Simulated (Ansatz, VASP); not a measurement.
# Two plane-wave programs on P

File INCAR:

```
ALGO = Normal
EDIFF = 1E-7
ENCUT = 520
GGA = RP
ISIF = 2
ISMEAR = -1
LASPH = T
LCHARG = F
LREAL = F
LWAVE = F
NBANDS = 18
NELM = 80
PREC = Accurate
SIGMA = 0.05
```

KPOINTS

```
k-points
0
Gamma
  9 9 6
```

File POSCAR:

```
P
1.0
    1.7074300670     -7.3842770952      0.0000000000
    1.7074300670      7.3842770952      0.0000000000
    0.0000000000      0.0000000000      4.8732588359
P
4
Direct
    0.0728398213      0.9271601787      0.9074116460
    0.5728398213      0.4271601787      0.5925883540
    0.9271601787      0.0728398213      0.0925883540
    0.4271601787      0.5728398213      0.4074116460
```

Input for Ansatz:

```yaml
crystal:
  lattice:
    - [1.707430067, -7.3842770952, 0.0]
    - [1.707430067, 7.3842770952, 0.0]
    - [0.0, 0.0, 4.8732588359]
  atoms:
    - { symbol: P, position: [0.0728398213, 0.9271601787, 0.907411646] }
    - { symbol: P, position: [0.5728398213, 0.4271601787, 0.592588354] }
    - { symbol: P, position: [0.9271601787, 0.0728398213, 0.092588354] }
    - { symbol: P, position: [0.4271601787, 0.5728398213, 0.407411646] }
hamiltonian:
  xc: rpbe
  pseudopotentials:
    kind: paw
    azcp:
      P: "pseudopotentials/P.paw.azcp"
basis:
  ecutwfc: 420
  fft_grid_basis: typed
kpoints:
  mp_grid: { grid: [9, 9, 6], shift: [0, 0, 0] }
magnetization:
  spin_polarized: false
scf:
  occupations: { method: fermi_dirac, width: 0.05 }
output:
  stress: true
```

Alike in both runs: task single point; functional RPBE; k mesh 9 × 9 × 6; occupations fermi-dirac, width 0.05 eV; no spin polarisation.

```csv
,VASP,Ansatz
version,VASP 6.6.1,Ansatz 0.2.0
potentials or method,"VASP PAW PBE potentials, release 64 (P), cutoff 520 eV","plane waves (420 eV) with PAW, scalar-relativistic"
valence electrons in the cell,20,20
```

Ansatz gave:

- pressure (GPa): -3.2
- traceless stress, the component that is largest in VASP (GPa): -1.00

Problem. Estimate VASP's values.

Solution. Pressure (GPa): -3.5; traceless stress, the component that is largest in VASP (GPa): -1.01.

VASP's potentials were made for PBE, not for RPBE.
